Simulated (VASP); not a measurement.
# CaZn2Re2: single point with PBEsol

The system is CaZn2Re2.

```xyz
5
Lattice="3.9911 0.0000 0.0000 -1.9955 3.4564 0.0000 0.0000 0.0000 6.7078" Properties=species:S:1:pos:R:3 pbc="T T T"
Zn    0.0000    2.3042    4.1230
Zn    1.9955    1.1521    2.5848
Ca    0.0000    0.0000    0.0000
Re    0.0000    2.3042    1.5260
Re    1.9955    1.1521    5.1818
```

| Property | Result |
| --- | --- |
| Program | VASP 6.6.1 |
| Task | single point |
| Functional | PBEsol |
| Potentials or basis | VASP PAW PBE potentials, release 64 (Zn, Ca_sv, Re) |
| Cutoff | 520 eV |
| k mesh | 8 × 8 × 5 |
| Occupations | fermi-dirac, width 0.1 eV |
| Spin | no spin polarisation |
| Dipole correction | no |
| Further INCAR settings | ALGO = Normal; EDIFF = 1e-07; NBANDS = 32 |

The pressure is 1.7 GPa and the largest force is 0.028 eV/Å. The band gap on the k mesh is zero (bands 24 and 25 overlap by 0.37 eV).

Forces in eV/Å, atoms in the order of the input:
```
Zn   0.000  0.000 -0.001
Zn   0.000  0.000  0.001
Ca   0.000  0.000  0.000
Re   0.000  0.000 -0.028
Re   0.000  0.000  0.028
```

Stress tensor (GPa, compression positive):
```
2.20 0.00 0.00
0.00 2.20 0.00
0.00 0.00 0.75
```

Levels at points of the mesh, in eV from the Fermi level:
| k point | band 20 | band 21 | band 22 | band 23 | band 24 | band 25 | band 26 | band 27 | band 28 | band 29 |
| --- | --- | --- | --- | --- | --- | --- | --- | --- | --- | --- |
| (0.00, 0.00, 0.00) | -1.60 | -1.05 | -1.05 | -0.94 | -0.94 | 0.42 | 0.42 | 0.50 | 3.99 | 3.99 |
| (0.50, 0.00, 0.00) | -1.31 | -0.84 | -0.48 | 0.04 | 0.23 | 0.25 | 0.37 | 0.44 | 0.92 | 2.70 |

It took 7.5 min on 1 thread of AMD EPYC 7571, on a shared host, peak memory 0.25 GiB.

Caveat: the PAW data sets were made with another functional, which shifts forces and pressure a little; spin-orbit coupling is left out, which moves the levels of the heavy elements.
